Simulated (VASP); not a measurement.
# W (P6/mmm) in VASP: further runs, part 2 of 2

VASP 6.6.1.

**4. Single point, BLYP (17.15 Å³/atom)**

This run uses another cell than the first one, of 17.15 Å³/atom.

Input file INCAR:

```
SYSTEM = W
PREC = Accurate ; ENCUT = 520
EDIFF = 1E-6 ; ISMEAR = -1
SIGMA = 0.1 ; LREAL = .FALSE.
LASPH = .TRUE. ; NELM = 100
ALGO = Normal ; ISIF = 2
LWAVE = .FALSE. ; LCHARG = .TRUE.
GGA = B5 ; ALDAX = 1.0
AGGAX = 1.0 ; AGGAC = 1.0
ALDAC = 0.0 ; LELF = .TRUE.
LVHAR = .TRUE. ; NBANDS = 28
```

Input file KPOINTS:

```
Automatic mesh
0
G
  9 9 13
  0 0 0
```

Input file POSCAR:

```
W
1.0
    4.7480039588      0.0000000000      0.0000000000
   -2.3740019794      4.1118920456      0.0000000000
    0.0000000000      0.0000000000      2.6355339881
W
3
Direct
    1.0000000000      0.0000000000      0.0000000000
    0.3333333333      0.6666666667      0.5000000000
    0.6666666667      0.3333333333      0.5000000000
```

Potentials or basis: VASP PAW PBE potentials, release 64 (W_sv).

The run is started by

```console
$ cat potpaw_PBE.64/W_sv/POTCAR > POTCAR
$ mpirun -np 1 vasp_std > vasp.out
```

OUTCAR:

```text
SYSTEM = W
   PREC = Accurate
   ENCUT = 520
   EDIFF = 1E-6
   ISMEAR = -1
   LREAL = .FALSE.
   LASPH = .TRUE.
   NELM = 100
   ISIF = 2
   GGA = B5

 ion  position               nearest neighbor table
   1  0.000  0.000  0.000-   2 3.04   3 3.04   2 3.04   3 3.04   3 3.04   3 3.04   2 3.04   2 3.04
                             3 3.04   3 3.04   2 3.04   2 3.04
   2  0.333  0.667  0.500-   3 2.74   3 2.74   3 2.74   1 3.04   1 3.04   1 3.04   1 3.04   1 3.04
                             1 3.04
   3  0.667  0.333  0.500-   2 2.74   2 2.74   2 2.74   1 3.04   1 3.04   1 3.04   1 3.04   1 3.04
                             1 3.04

  LATTYP: Found a hexagonal cell.
 ALAT       =     4.7480039588
 C/A-ratio  =     0.5550825170

  Lattice vectors:

 A1 = (   4.7480039588,   0.0000000000,   0.0000000000)
 A2 = (  -2.3740019794,   4.1118920456,   0.0000000000)
 A3 = (   0.0000000000,   0.0000000000,   2.6355339881)

Analysis of symmetry for initial positions (statically):
=====================================================================
 Subroutine PRICEL returns:
 Original cell was already a primitive cell.

 Routine SETGRP: Setting up the symmetry group for a
 hexagonal supercell.

[... 168 lines left out ...]
 E-fermi :  10.6772     XC(G=0): -12.5284

 val. band max:       10.6731833044   @ k =   0.2222   0.0000   0.4615
 cond. band min:      10.6780526962   @ k =   0.2222   0.2222   0.3077
 fundamental gap:      0.0048693918
 Fermi energy:        10.6771893640

 k-point     1 :       0.0000    0.0000    0.0000
  band No.  band energies     occupation
      1     -62.9872      2.00000
      2     -62.7634      2.00000
      3     -62.6768      2.00000
      4     -27.5393      2.00000
      5     -27.5393      2.00000
      6     -27.5248      2.00000
[... 733 lines left out ...]
     27      14.1951      0.00000
     28      14.8015      0.00000

 [... further k-points ...]

------------------------ aborting loop because EDIFF is reached ----------------------------------------

  FORCE on cell =-STRESS in cart. coord.  units (eV):
  Direction    XX          YY          ZZ          XY          YZ          ZX
  --------------------------------------------------------------------------------------
  -------------------------------------------------------------------------------------
  Total        0.6140965      0.6140965      0.2996462      0.0000000     -0.0000000      0.0000000
  in kB       19.1216696     19.1216696      9.3303510      0.0000000     -0.0000000      0.0000000
  external PRESSURE =      15.8578968 kB  Pullay stress =       0.0000000 kB

 VOLUME and BASIS-vectors are now :
 -----------------------------------------------------------------------------
  energy-cutoff  :      520.00
  volume of cell :       51.45
      direct lattice vectors                 reciprocal lattice vectors
     4.748003959  0.000000000  0.000000000     0.210614820  0.121598523  0.000000000
    -2.374001979  4.111892046  0.000000000     0.000000000  0.243197046  0.000000000
     0.000000000  0.000000000  2.635533988     0.000000000  0.000000000  0.379429749

 POSITION                                       TOTAL-FORCE (eV/Angst)
 -----------------------------------------------------------------------------------
      0.00000      0.00000      0.00000         0.000000      0.000000     -0.000000
     -0.00000      2.74126      1.31777         0.000000      0.000000     -0.000000
      2.37400      1.37063      1.31777        -0.000000      0.000000      0.000000
 -----------------------------------------------------------------------------------
    total drift:                                0.000000      0.000000     -0.000000

  FREE ENERGIE OF THE ION-ELECTRON SYSTEM (eV)
  ---------------------------------------------------
  free  energy   TOTEN  =       -32.4508917855 eV

  energy  without entropy=      -32.3317593315  energy(sigma->0) =      -32.39132556
```

OSZICAR:

```text
N       E                     dE             d eps       ncg     rms          rms(c)
DAV:   1     0.484100071461E+03    0.48410E+03   -0.24023E+04  4704   0.174E+03
DAV:   2    -0.124252246064E+02   -0.49653E+03   -0.48657E+03  5000   0.532E+02
DAV:   3    -0.336586507334E+02   -0.21233E+02   -0.20461E+02  5704   0.106E+02
DAV:   4    -0.341232414725E+02   -0.46459E+00   -0.45742E+00  5592   0.146E+01
DAV:   5    -0.341290502902E+02   -0.58088E-02   -0.58064E-02  5192   0.186E+00    0.308E+01
DAV:   6    -0.327604113996E+02    0.13686E+01   -0.22797E+00  5140   0.126E+01    0.118E+01
DAV:   7    -0.325307069113E+02    0.22970E+00   -0.15506E+00  5496   0.982E+00    0.175E+00
DAV:   8    -0.324549937668E+02    0.75713E-01   -0.35984E-01  5388   0.520E+00    0.742E-01
DAV:   9    -0.324507357662E+02    0.42580E-02   -0.18646E-02  5308   0.124E+00    0.191E-01
DAV:  10    -0.324509010444E+02   -0.16528E-03   -0.85615E-04  5344   0.262E-01    0.835E-02
DAV:  11    -0.324508948443E+02    0.62001E-05   -0.67892E-05  5436   0.644E-02    0.328E-02
DAV:  12    -0.324508929244E+02    0.19198E-05   -0.11113E-05  5120   0.299E-02    0.726E-03
DAV:  13    -0.324508918490E+02    0.10755E-05   -0.12788E-06  2700   0.112E-02    0.147E-03
DAV:  14    -0.324508917855E+02    0.63509E-07   -0.10537E-07  2516   0.304E-03
   1 F= -.32450892E+02 E0= -.32391326E+02  d E =-.119132E+00
```

It took 2.6 min on 1 thread of Intel Xeon 8259CL, shared host; peak memory 0.23 GiB.

Results:

```
Free energy            : -32.4509 eV
Pressure               : 1.6 GPa
Band gap on the k mesh : zero (bands 21 and 22 overlap by 0.77 eV)
```

Stress tensor (GPa, compression positive):
```
1.91 0.00 0.00
0.00 1.91 0.00
0.00 0.00 0.93
```

Levels at points of the mesh, in eV from the Fermi level:
```tsv
k point	band 18	band 19	band 20	band 21	band 22	band 23	band 24	band 25
(0.00, 0.00, 0.00)	-2.26	-2.26	-2.25	-0.33	-0.33	2.02	2.02	2.10
```

Caveat: the PAW data sets were made with another functional, which shifts forces and pressure a little; spin-orbit coupling is left out, which moves the levels of the heavy elements.

**5. Single point, BLYP (17.84 Å³/atom)**

This run uses another cell than the first one, of 17.84 Å³/atom.

Input file INCAR:

```
PREC = Accurate
ENCUT = 520
EDIFF = 1E-6
ISMEAR = -1
SIGMA = 0.1
LREAL = False
LASPH = True
NELM = 80
ALGO = Normal
ISIF = 2
LWAVE = False
LCHARG = False
GGA = B5
ALDAX = 1.0
AGGAX = 1.0
AGGAC = 1.0
ALDAC = 0.0
NBANDS = 28
```

Input file KPOINTS:

```
regular mesh
0
Gamma
  9 9 13
```

Input file POSCAR:

```
W
1.0
    4.8104848602      0.0000000000      0.0000000000
   -2.4052424301      4.1660020935      0.0000000000
    0.0000000000      0.0000000000      2.6702160441
W
3
Direct
    1.0000000000      0.0000000000      0.0000000000
    0.3333333333      0.6666666667      0.5000000000
    0.6666666667      0.3333333333      0.5000000000
```

Potentials or basis: VASP PAW PBE potentials, release 64 (W_sv).

The run is started by

```console
$ cat potpaw_PBE.64/W_sv/POTCAR > POTCAR
$ mpirun -np 1 vasp_std > vasp.out
```

OUTCAR:

```text
PREC = Accurate
   ENCUT = 520
   EDIFF = 1E-6
   ISMEAR = -1
   LREAL = False
   LASPH = True
   NELM = 80
   ISIF = 2
   GGA = B5

 ion  position               nearest neighbor table
   1  0.000  0.000  0.000-   2 3.08   3 3.08   2 3.08   3 3.08   3 3.08   3 3.08   2 3.08   2 3.08
                             3 3.08   3 3.08   2 3.08   2 3.08
   2  0.333  0.667  0.500-   3 2.78   3 2.78   3 2.78   1 3.08   1 3.08   1 3.08   1 3.08   1 3.08
                             1 3.08
   3  0.667  0.333  0.500-   2 2.78   2 2.78   2 2.78   1 3.08   1 3.08   1 3.08   1 3.08   1 3.08
                             1 3.08

  LATTYP: Found a hexagonal cell.
 ALAT       =     4.8104848602
 C/A-ratio  =     0.5550825170

  Lattice vectors:

 A1 = (   4.8104848602,   0.0000000000,   0.0000000000)
 A2 = (  -2.4052424301,   4.1660020935,   0.0000000000)
 A3 = (   0.0000000000,   0.0000000000,   2.6702160441)

Analysis of symmetry for initial positions (statically):
=====================================================================
 Subroutine PRICEL returns:
 Original cell was already a primitive cell.

 Routine SETGRP: Setting up the symmetry group for a
 hexagonal supercell.

[... 167 lines left out ...]

 E-fermi :  10.1442     XC(G=0): -12.3180

 val. band max:       10.1417243976   @ k =   0.2222   0.0000   0.3077
 cond. band min:      10.1485892263   @ k =   0.2222   0.0000   0.2308
 fundamental gap:      0.0068648287
 Fermi energy:        10.1441604460

 k-point     1 :       0.0000    0.0000    0.0000
  band No.  band energies     occupation
      1     -63.5732      2.00000
      2     -63.3428      2.00000
      3     -63.2689      2.00000
      4     -28.0871      2.00000
      5     -28.0871      2.00000
      6     -28.0457      2.00000
[... 733 lines left out ...]
     27      13.4985      0.00000
     28      14.0599      0.00000

 [... further k-points ...]

------------------------ aborting loop because EDIFF is reached ----------------------------------------

  FORCE on cell =-STRESS in cart. coord.  units (eV):
  Direction    XX          YY          ZZ          XY          YZ          ZX
  --------------------------------------------------------------------------------------
  -------------------------------------------------------------------------------------
  Total       -2.3032066     -2.3032066     -3.0482047      0.0000000      0.0000000      0.0000000
  in kB      -68.9586498    -68.9586498    -91.2640986      0.0000000      0.0000000      0.0000000
  external PRESSURE =     -76.3937994 kB  Pullay stress =       0.0000000 kB

 VOLUME and BASIS-vectors are now :
 -----------------------------------------------------------------------------
  energy-cutoff  :      520.00
  volume of cell :       53.51
      direct lattice vectors                 reciprocal lattice vectors
     4.810484860  0.000000000  0.000000000     0.207879253  0.120019143  0.000000000
    -2.405242430  4.166002094  0.000000000     0.000000000  0.240038286  0.000000000
     0.000000000  0.000000000  2.670216044     0.000000000  0.000000000  0.374501532

 POSITION                                       TOTAL-FORCE (eV/Angst)
 -----------------------------------------------------------------------------------
      0.00000      0.00000      0.00000         0.000000      0.000000      0.000000
     -0.00000      2.77733      1.33511         0.000000     -0.000000      0.000000
      2.40524      1.38867      1.33511         0.000000      0.000000      0.000000
 -----------------------------------------------------------------------------------
    total drift:                                0.000000      0.000000     -0.000000

  FREE ENERGIE OF THE ION-ELECTRON SYSTEM (eV)
  ---------------------------------------------------
  free  energy   TOTEN  =       -32.4107399353 eV

  energy  without entropy=      -32.2871858321  energy(sigma->0) =      -32.34896288
```

OSZICAR:

```text
N       E                     dE             d eps       ncg     rms          rms(c)
DAV:   1     0.481093967756E+03    0.48109E+03   -0.24095E+04  4728   0.172E+03
DAV:   2    -0.124776375316E+02   -0.49357E+03   -0.48343E+03  5068   0.527E+02
DAV:   3    -0.337264419467E+02   -0.21249E+02   -0.20535E+02  5700   0.105E+02
DAV:   4    -0.341785279022E+02   -0.45209E+00   -0.44733E+00  5652   0.146E+01
DAV:   5    -0.341843695196E+02   -0.58416E-02   -0.58393E-02  5168   0.188E+00    0.288E+01
DAV:   6    -0.327257994487E+02    0.14586E+01   -0.25394E+00  5196   0.130E+01    0.106E+01
DAV:   7    -0.325040589222E+02    0.22174E+00   -0.16825E+00  5572   0.979E+00    0.189E+00
DAV:   8    -0.324149460442E+02    0.89113E-01   -0.42133E-01  5456   0.505E+00    0.796E-01
DAV:   9    -0.324105726003E+02    0.43734E-02   -0.20433E-02  5328   0.125E+00    0.207E-01
DAV:  10    -0.324107406722E+02   -0.16807E-03   -0.10036E-03  5388   0.275E-01    0.857E-02
DAV:  11    -0.324107427955E+02   -0.21234E-05   -0.71235E-05  5552   0.636E-02    0.328E-02
DAV:  12    -0.324107408893E+02    0.19062E-05   -0.12164E-05  5116   0.312E-02    0.724E-03
DAV:  13    -0.324107399353E+02    0.95404E-06   -0.14839E-06  2748   0.117E-02
   1 F= -.32410740E+02 E0= -.32348963E+02  d E =-.123554E+00
```

stdout:

```text
POSCAR found type information on POSCAR W
 POSCAR found :  1 types and       3 ions
 scaLAPACK will be used
 -----------------------------------------------------------------------------
|                                                                             |
|                                                                             |
|     You enforced a specific xc type in the INCAR file but a different       |
|     I HOPE YOU KNOW WHAT YOU ARE DOING!                                     |
|                                                                             |
 -----------------------------------------------------------------------------

 LDA part: xc-table for (Slater(with rela. corr.)+VWN5), standard interpolation
 POSCAR, INCAR and KPOINTS ok, starting setup
 FFT: planning ... GRIDC
 FFT: planning ... GRID_SOFT
 FFT: planning ... GRID
 WAVECAR not read
 entering main loop
```

It took 2.5 min on 1 thread of Intel Xeon 8259CL, shared host; peak memory 0.23 GiB.

What came out:

```
Free energy            : -32.4107 eV
Pressure               : -7.6 GPa
Band gap on the k mesh : zero (bands 21 and 22 overlap by 0.70 eV)
```

Stress tensor (GPa, compression positive):
```
-6.90  0.00  0.00
 0.00 -6.90  0.00
 0.00  0.00 -9.13
```

Caveat: the cell stands under tension; the PAW data sets were made with another functional, which shifts forces and pressure a little; spin-orbit coupling is left out, which moves the levels of the heavy elements.

**6. The runs side by side**

```tsv
cell	gap on the mesh (eV)	pressure (GPa)
a = 4.618, b = 4.618, c = 2.563 Å, angles 90.0, 90.0, 120.0°, 3 atoms	none	27.1
a = 4.684, b = 4.684, c = 2.600 Å, angles 90.0, 90.0, 120.0°, 3 atoms	none	13.0
a = 4.748, b = 4.748, c = 2.636 Å, angles 90.0, 90.0, 120.0°, 3 atoms	none	1.6
a = 4.810, b = 4.810, c = 2.670 Å, angles 90.0, 90.0, 120.0°, 3 atoms	none	-7.6
```

Alike in all rows: task single point; level BLYP; potentials or basis VASP PAW PBE potentials, release 64 (W_sv); no spin polarisation; k mesh 9 × 9 × 13; cutoff (eV) 520; smearing fermi-dirac 0.1 eV.

Caveats: the PAW data sets were made with another functional, which shifts forces and pressure a little; spin-orbit coupling is left out, which moves the levels of the heavy elements; the cell stands under pressure (at least some runs); the cell stands under tension (at least some runs).

Total energies depend on the potentials used, so only differences within one code and one set of settings carry meaning.
